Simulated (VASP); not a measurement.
# AlGa3N4 (P-43m) in VASP: further runs, part 2 of 3

VASP 6.6.1. The steps go on from the part before.

## 3. Single point, LDA

This run uses another cell than the first one, of 10.85 Å³/atom, 1.020 times its volume.

Input file INCAR:

```
ALGO = Normal
EDIFF = 1E-6
ENCUT = 520
ISIF = 2
ISMEAR = 0
LASPH = True
LCHARG = True
LELF = True
LREAL = False
LVHAR = True
LWAVE = False
NBANDS = 41
NELM = 80
PREC = Accurate
SIGMA = 0.02
```

Input file KPOINTS:

```
k-points
0
Gamma
  6 6 6
```

Input file POSCAR:

```
AlGa3N4
1.0
    4.4270176661      0.0000000000      0.0000000000
    0.0000000000      4.4270176661      0.0000000000
    0.0000000000      0.0000000000      4.4270176661
Al Ga N
1 3 4
Direct
    0.0000000000      0.0000000000      0.0000000000
    0.5000000000      0.5000000000      0.0000000000
    0.5000000000      0.0000000000      0.5000000000
    0.0000000000      0.5000000000      0.5000000000
    0.7548139557      0.7548139557      0.2451860443
    0.7548139557      0.2451860443      0.7548139557
    0.2451860443      0.7548139557      0.7548139557
    0.2451860443      0.2451860443      0.2451860443
```

Potentials or basis: VASP PAW LDA potentials, release 64 (Al, Ga_d, N).

Started as:

```sh
$ cat potpaw_LDA.64/Al/POTCAR potpaw_LDA.64/Ga_d/POTCAR potpaw_LDA.64/N/POTCAR > POTCAR
$ mpirun -np 1 vasp_std > vasp.out
```

OUTCAR:

```text
EDIFF = 1E-6
   ENCUT = 520
   ISIF = 2
   ISMEAR = 0
   LASPH = True
   LREAL = False
   NELM = 80
   PREC = Accurate

 ion  position               nearest neighbor table
   1  0.000  0.000  0.000-   5 1.88   6 1.88   7 1.88   8 1.88   3 3.13   4 3.13   2 3.13   3 3.13
                             4 3.13   2 3.13   4 3.13   4 3.13   2 3.13   3 3.13   3 3.13   2 3.13
   2  0.500  0.500  0.000-   5 1.93   6 1.93   7 1.93   8 1.93   1 3.13   1 3.13   1 3.13   1 3.13

   3  0.500  0.000  0.500-   5 1.93   6 1.93   7 1.93   8 1.93   1 3.13   1 3.13   1 3.13   1 3.13

   4  0.000  0.500  0.500-   5 1.93   6 1.93   7 1.93   8 1.93   1 3.13   1 3.13   1 3.13   1 3.13

   5  0.755  0.755  0.245-   1 1.88   2 1.93   3 1.93   4 1.93
   6  0.755  0.245  0.755-   1 1.88   2 1.93   3 1.93   4 1.93
   7  0.245  0.755  0.755-   1 1.88   2 1.93   3 1.93   4 1.93
   8  0.245  0.245  0.245-   1 1.88   2 1.93   3 1.93   4 1.93

  LATTYP: Found a simple cubic cell.
 ALAT       =     4.4270176661

  Lattice vectors:

 A1 = (   4.4270176661,   0.0000000000,   0.0000000000)
 A2 = (   0.0000000000,   4.4270176661,   0.0000000000)
 A3 = (   0.0000000000,   0.0000000000,   4.4270176661)

Analysis of symmetry for initial positions (statically):
=====================================================================
 Subroutine PRICEL returns:
 Original cell was already a primitive cell.

 Routine SETGRP: Setting up the symmetry group for a
 simple cubic supercell.

 Subroutine GETGRP returns: Found 24 space group operations
 (whereof 24 operations were pure point group operations)
 out of a pool of 48 trial point group operations.

The static configuration has the point symmetry T_d .

Analysis of symmetry for dynamics (positions and initial velocities):
=====================================================================
 Subroutine PRICEL returns:
 Original cell was already a primitive cell.

 Routine SETGRP: Setting up the symmetry group for a
 simple cubic supercell.

 Subroutine GETGRP returns: Found 24 space group operations
 (whereof 24 operations were pure point group operations)
 out of a pool of 48 trial point group operations.

The dynamic configuration has the point symmetry T_d .

 Subroutine INISYM returns: Found 24 space group operations
 (whereof 24 operations are pure point group operations),
 and found     1 'primitive' translations

----------------------------------------------------------------------------------------

                                     Primitive cell

  volume of cell :      86.7628

  direct lattice vectors                    reciprocal lattice vectors
     4.427017666  0.000000000  0.000000000     0.225885704  0.000000000  0.000000000
     0.000000000  4.427017666  0.000000000     0.000000000  0.225885704  0.000000000
     0.000000000  0.000000000  4.427017666     0.000000000  0.000000000  0.225885704

  length of vectors
     4.427017666  4.427017666  4.427017666     0.225885704  0.225885704  0.225885704

  position of ions in fractional coordinates (direct lattice)
     0.000000000  0.000000000  0.000000000
     0.500000000  0.500000000  0.000000000
     0.500000000  0.000000000  0.500000000
     0.000000000  0.500000000  0.500000000
     0.754813956  0.754813956  0.245186044
[... 37 lines left out ...]
 ===========================================

 Found     20 irreducible k-points:

 Following reciprocal coordinates:
            Coordinates               Weight
  0.000000  0.000000  0.000000      1.000000
  0.166667  0.000000  0.000000      6.000000
  0.333333  0.000000  0.000000      6.000000
  0.500000  0.000000  0.000000      3.000000
  0.166667  0.166667  0.000000     12.000000
  0.333333  0.166667  0.000000     24.000000
[... 12 lines left out ...]
  0.500000  0.500000  0.333333      6.000000
  0.500000  0.500000  0.500000      1.000000
   k-points           NKPTS =     20   k-points in BZ     NKDIM =     20   number of bands    NBANDS=     41
   number of dos      NEDOS =    301   number of ions     NIONS =      8
   total plane-waves  NPLWV =  46656
   dimension x,y,z NGX =    36 NGY =   36 NGZ =   36
   dimension x,y,z NGXF=    72 NGYF=   72 NGZF=   72
   ions per type =               1   3   4
   NGX,Y,Z   is equivalent  to a cutoff of  13.52, 13.52, 13.52 a.u.
   NGXF,Y,Z  is equivalent  to a cutoff of  27.04, 27.04, 27.04 a.u.
 SYSTEM =  unknown system
   PREC   = accura    normal or accurate (medium, high low for compatibility)
   ISTART =      0    job   : 0-new  1-cont  2-samecut
   ICHARG =      2    charge: 1-file 2-atom 10-const
   ISPIN  =      1    spin polarized calculation?
   LNONCOLLINEAR =      F non collinear calculations
   LSORBIT =      F    spin-orbit coupling
   LASPH  =      T    aspherical Exc in radial PAW
   ENCUT  =  520.0 eV  38.22 Ry    6.18 a.u.   8.23  8.23  8.23*2*pi/ulx,y,z
   NELM   =     80;   NELMIN=  2; NELMDL= -5     # of ELM steps
   EDIFF  = 0.1E-05   stopping-criterion for ELM
   LREAL  =      F    real-space projection
[... 7 lines left out ...]
   TEBEG  =    0.0;   TEEND  =   0.0 temperature during run
   PSTRESS=    0.0 pullay stress
   NELECT =      62.0000    total number of electrons
   NUPDOWN=      -1.0000    fix difference up-down
   EMIN   =  10.00;   EMAX   =-10.00  energy-range for DOS
   EFERMI =   0.00;   METHOD = LEGACY
   ISMEAR =     0;   SIGMA  =   0.02  broadening in eV -4-tet -1-fermi 0-gaus
   EFERMI_NEDOS =   21; number of points for ismear=-14 and -15
   IALGO  =     38    algorithm
   IMIX   =      4    mixing-type and parameters
     AMIX     =   0.40;   BMIX     =  1.00
     AMIX_MAG =   1.60;   BMIX_MAG =  1.00
  volume/ion in A,a.u.               =      10.85        73.19
  Fermi-wavevector in a.u.,A,eV,Ry     =   1.463617  2.765835 29.146060  2.142175
  Thomas-Fermi vector in A             =   2.579691
   LORBIT       =      0    0 simple, 1 ext, 2 COOP (PROOUT), +10 PAW based schemes
   GGA     = CA    functional components
   LHFCALC =     F    Hartree Fock is set to
   AEXX    =    0.0000 exact exchange contribution
   IVDW    =     0    specifies the selected vdW correction
   LEPSILON=     F    determine dielectric tensor
   LRPA    =     F    only Hartree local field effects (RPA)
 non-spin polarized calculation
 Gauss-broadening in eV      SIGMA  =   0.02
  energy-cutoff  :      520.00
  volume of cell :       86.76
 maximum number of plane-waves:      2360
 NGX is ok and might be reduce to    36
   NGX = 17   NGY = 17   NGZ = 17

 number of electron      61.9999939 magnetization

 Free energy of the ion-electron system (eV)
  ---------------------------------------------------
  ext. energy  EPLUGINS =         0.00000000
  ---------------------------------------------------
  free energy    TOTEN  =       -58.19864985 eV

  energy without entropy =      -58.19864985  energy(sigma->0) =      -58.19864985

 E-fermi :   5.6443     XC(G=0): -12.0804

 val. band max:        5.4827631056   @ k =   0.0000   0.0000   0.0000
 cond. band min:       8.0529836284   @ k =   0.0000   0.0000   0.0000
 fundamental gap:      2.5702205228
 Fermi energy:         5.6442505058

 k-point     1 :       0.0000    0.0000    0.0000
  band No.  band energies     occupation
      1     -10.2973      2.00000
      2      -9.0042      2.00000
      3      -9.0042      2.00000
      4      -9.0042      2.00000
      5      -7.8029      2.00000
      6      -7.7756      2.00000
[... 869 lines left out ...]
     40      15.4576      0.00000
     41      15.4576      0.00000

------------------------ aborting loop because EDIFF is reached ----------------------------------------

  FORCE on cell =-STRESS in cart. coord.  units (eV):
  Direction    XX          YY          ZZ          XY          YZ          ZX
  --------------------------------------------------------------------------------------
  -------------------------------------------------------------------------------------
  Total        0.5604346      0.5604346      0.5604346      0.0000000      0.0000000     -0.0000000
  in kB       10.3490801     10.3490801     10.3490801      0.0000000      0.0000000     -0.0000000
  external PRESSURE =      10.3490801 kB  Pullay stress =       0.0000000 kB

 VOLUME and BASIS-vectors are now :
 -----------------------------------------------------------------------------
  energy-cutoff  :      520.00
  volume of cell :       86.76
      direct lattice vectors                 reciprocal lattice vectors
     4.427017666  0.000000000  0.000000000     0.225885704  0.000000000  0.000000000
     0.000000000  4.427017666  0.000000000     0.000000000  0.225885704  0.000000000
     0.000000000  0.000000000  4.427017666     0.000000000  0.000000000  0.225885704

 POSITION                                       TOTAL-FORCE (eV/Angst)
 -----------------------------------------------------------------------------------
      0.00000      0.00000      0.00000        -0.000000     -0.000000      0.000000
      2.21351      2.21351      0.00000        -0.000000     -0.000000      0.000000
      2.21351      0.00000      2.21351        -0.000000     -0.000000      0.000000
      0.00000      2.21351      2.21351        -0.000000     -0.000000      0.000000
      3.34157      3.34157      1.08544         0.017353      0.017353     -0.017353
      3.34157      1.08544      3.34157         0.017353     -0.017353      0.017353
      1.08544      3.34157      3.34157        -0.017353      0.017353      0.017353
      1.08544      1.08544      1.08544        -0.017353     -0.017353     -0.017353
 -----------------------------------------------------------------------------------
    total drift:                               -0.000000     -0.000000     -0.000000

  FREE ENERGIE OF THE ION-ELECTRON SYSTEM (eV)
  ---------------------------------------------------
  free  energy   TOTEN  =       -58.1986498458 eV

  energy  without entropy=      -58.1986498458  energy(sigma->0) =      -58.19864985
```

Wall time 31 s (1 thread of Intel Xeon 6975P-C (Granite Rapids), shared host); peak memory 0.2 GiB.

What came out:

- Free energy: -58.1986 eV
- Pressure: 1.0 GPa
- Largest force: 0.030 eV/Å
- Band gap on the k mesh: 2.57 eV, direct

Forces on the atoms (eV/Å):
```
Al   0.000  0.000  0.000
Ga   0.000  0.000  0.000
Ga   0.000  0.000  0.000
Ga   0.000  0.000  0.000
N    0.017  0.017 -0.017
N    0.017 -0.017  0.017
N   -0.017  0.017  0.017
N   -0.017 -0.017 -0.017
```

As with any semilocal functional, this LDA gap is likely too small.

## 4. Single point, LDA

This run uses another cell than the first one, of 10.85 Å³/atom, 1.020 times its volume.

Input file INCAR:

```
SYSTEM = AlGa3N4
PREC = Accurate
ENCUT = 520
EDIFF = 1E-6
ISMEAR = 0
SIGMA = 0.01
LREAL = .FALSE.
LASPH = .TRUE.
NELM = 100
ALGO = Normal
ISIF = 2
LWAVE = .FALSE.
LCHARG = .TRUE.
GGA = CA
LELF = .TRUE.
LVHAR = .TRUE.
NBANDS = 41
```

Input file KPOINTS:

```
Automatic mesh
0
G
  6 6 6
  0 0 0
```

Input file POSCAR:

```
AlGa3N4
1.0
    4.4269712040      0.0000000000      0.0000000000
    0.0000000000      4.4269712040      0.0000000000
    0.0000000000      0.0000000000      4.4269712040
Al Ga N
1 3 4
Direct
    0.0000000000      0.0000000000      0.0000000000
    0.5000000000      0.5000000000      0.0000000000
    0.5000000000      0.0000000000      0.5000000000
    0.0000000000      0.5000000000      0.5000000000
    0.7548198299      0.7548198299      0.2451801701
    0.7548198299      0.2451801701      0.7548198299
    0.2451801701      0.7548198299      0.7548198299
    0.2451801701      0.2451801701      0.2451801701
```

Potentials or basis: VASP PAW LDA potentials, release 64 (Al, Ga_d, N).

Started as:

```sh
$ cat potpaw_LDA.64/Al/POTCAR potpaw_LDA.64/Ga_d/POTCAR potpaw_LDA.64/N/POTCAR > POTCAR
$ mpirun -np 1 vasp_std > vasp.out
```

OUTCAR:

```text
SYSTEM = AlGa3N4
   PREC = Accurate
   ENCUT = 520
   EDIFF = 1E-6
   ISMEAR = 0
   LREAL = .FALSE.
   LASPH = .TRUE.
   NELM = 100
   ISIF = 2
   GGA = CA

 ion  position               nearest neighbor table
   1  0.000  0.000  0.000-   5 1.88   6 1.88   7 1.88   8 1.88   3 3.13   4 3.13   2 3.13   3 3.13
                             4 3.13   2 3.13   4 3.13   4 3.13   2 3.13   3 3.13   3 3.13   2 3.13
   2  0.500  0.500  0.000-   5 1.93   6 1.93   7 1.93   8 1.93   1 3.13   1 3.13   1 3.13   1 3.13

   3  0.500  0.000  0.500-   5 1.93   6 1.93   7 1.93   8 1.93   1 3.13   1 3.13   1 3.13   1 3.13

   4  0.000  0.500  0.500-   5 1.93   6 1.93   7 1.93   8 1.93   1 3.13   1 3.13   1 3.13   1 3.13
[... 1091 lines left out ...]
  in kB       10.4109603     10.4109603     10.4109603      0.0000000     -0.0000000      0.0000000
  external PRESSURE =      10.4109603 kB  Pullay stress =       0.0000000 kB

 VOLUME and BASIS-vectors are now :
 -----------------------------------------------------------------------------
  energy-cutoff  :      520.00
  volume of cell :       86.76
      direct lattice vectors                 reciprocal lattice vectors
     4.426971204  0.000000000  0.000000000     0.225888074  0.000000000  0.000000000
     0.000000000  4.426971204  0.000000000     0.000000000  0.225888074  0.000000000
     0.000000000  0.000000000  4.426971204     0.000000000  0.000000000  0.225888074

 POSITION                                       TOTAL-FORCE (eV/Angst)
 -----------------------------------------------------------------------------------
      0.00000      0.00000      0.00000         0.000000      0.000000      0.000000
      2.21349      2.21349      0.00000         0.000000     -0.000000      0.000000
      2.21349      0.00000      2.21349         0.000000      0.000000      0.000000
      0.00000      2.21349      2.21349         0.000000     -0.000000      0.000000
      3.34157      3.34157      1.08541         0.016684      0.016684     -0.016684
      3.34157      1.08541      3.34157         0.016684     -0.016684      0.016684
      1.08541      3.34157      3.34157        -0.016684      0.016684      0.016684
      1.08541      1.08541      1.08541        -0.016684     -0.016684     -0.016684
 -----------------------------------------------------------------------------------
    total drift:                               -0.000000     -0.000000     -0.000000

  FREE ENERGIE OF THE ION-ELECTRON SYSTEM (eV)
  ---------------------------------------------------
  free  energy   TOTEN  =       -58.1986382806 eV

  energy  without entropy=      -58.1986382806  energy(sigma->0) =      -58.19863828
```

stdout:

```text
POSCAR found type information on POSCAR AlGaN
 POSCAR found :  3 types and       8 ions
 scaLAPACK will be used
 LDA part: xc-table for (Slater(with rela. corr.)+CA(PZ))
 , standard interpolation
 POSCAR, INCAR and KPOINTS ok, starting setup
 FFT: planning ... GRIDC
 FFT: planning ... GRID_SOFT
 FFT: planning ... GRID
 WAVECAR not read
 entering main loop
```

Run time: 29 s. Hardware: 1 thread of Intel Xeon 6975P-C (Granite Rapids), shared host; peak memory 0.2 GiB.

What came out:

```
Free energy            : -58.1986 eV
Pressure               : 1.0 GPa
Largest force          : 0.029 eV/Å
Band gap on the k mesh : 2.57 eV, direct
```

Forces in eV/Å, atoms in the order of the input:
```
Al   0.000  0.000  0.000
Ga   0.000  0.000  0.000
Ga   0.000  0.000  0.000
Ga   0.000  0.000  0.000
N    0.017  0.017 -0.017
N    0.017 -0.017  0.017
N   -0.017  0.017  0.017
N   -0.017 -0.017 -0.017
```

A hybrid or GW would open this gap; LDA tends to underestimate it.

## 5. Single point, LDA (volume scaled by 1.02, then relaxed in part)

INCAR, as its differences from that of step 4:

```diff
@@ -12,6 +12,4 @@
 LWAVE = .FALSE.
-LCHARG = .TRUE.
+LCHARG = .FALSE.
 GGA = CA
-LELF = .TRUE.
-LVHAR = .TRUE.
 NBANDS = 41
```

Input file KPOINTS:

```
regular mesh
0
G
  6 6 6
  0 0 0
```

Input file POSCAR:

```
AlGa3N4
1.0
    4.4562897485      0.0000000000      0.0000000000
    0.0000000000      4.4562897485      0.0000000000
    0.0000000000      0.0000000000      4.4562897485
Al Ga N
1 3 4
Direct
    0.0000000000      0.0000000000      0.0000000000
    0.5000000000      0.5000000000      0.0000000000
    0.5000000000      0.0000000000      0.5000000000
    0.0000000000      0.5000000000      0.5000000000
    0.7548013477      0.7548013477      0.2451986523
    0.7548013477      0.2451986523      0.7548013477
    0.2451986523      0.7548013477      0.7548013477
    0.2451986523      0.2451986523      0.2451986523
```

Started as:

```sh
$ cat potpaw_LDA.64/Al/POTCAR potpaw_LDA.64/Ga_d/POTCAR potpaw_LDA.64/N/POTCAR > POTCAR
$ mpirun -np 1 vasp_std > vasp.out
```

Wall time 28 s (1 thread of Intel Xeon 6975P-C (Granite Rapids), shared host); peak memory 0.2 GiB.

Results (log left out):

```yaml
Free_energy: -58.1886 eV
Pressure: -2.9 GPa
Largest_force: 0.027 eV/Å
Band_gap_on_the_k_mesh: 2.43 eV, direct
```

Forces on the atoms (eV/Å):
```
Al   0.000  0.000  0.000
Ga   0.000  0.000  0.000
Ga   0.000  0.000  0.000
Ga   0.000  0.000  0.000
N    0.016  0.016 -0.016
N    0.016 -0.016  0.016
N   -0.016  0.016  0.016
N   -0.016 -0.016 -0.016
```

Levels at points of the mesh, in eV from the valence-band top:
```
           k point  band 29  band 30  band 31  band 32  band 33  band 34
(0.00, 0.00, 0.00)     0.00     0.00     0.00     2.43     3.36     3.36
(0.50, 0.00, 0.00)    -1.50    -1.21    -1.21     4.90     4.98     6.16
(0.50, 0.50, 0.00)    -0.95    -0.95    -0.65     6.70     6.86     6.86
(0.50, 0.50, 0.50)    -0.70    -0.70    -0.70     4.96     4.96     4.96
```

Caveat: the cell differs from its parent crystal (volume scaled by 1.02, then relaxed in part).

(Continued in part 3 of 3.)
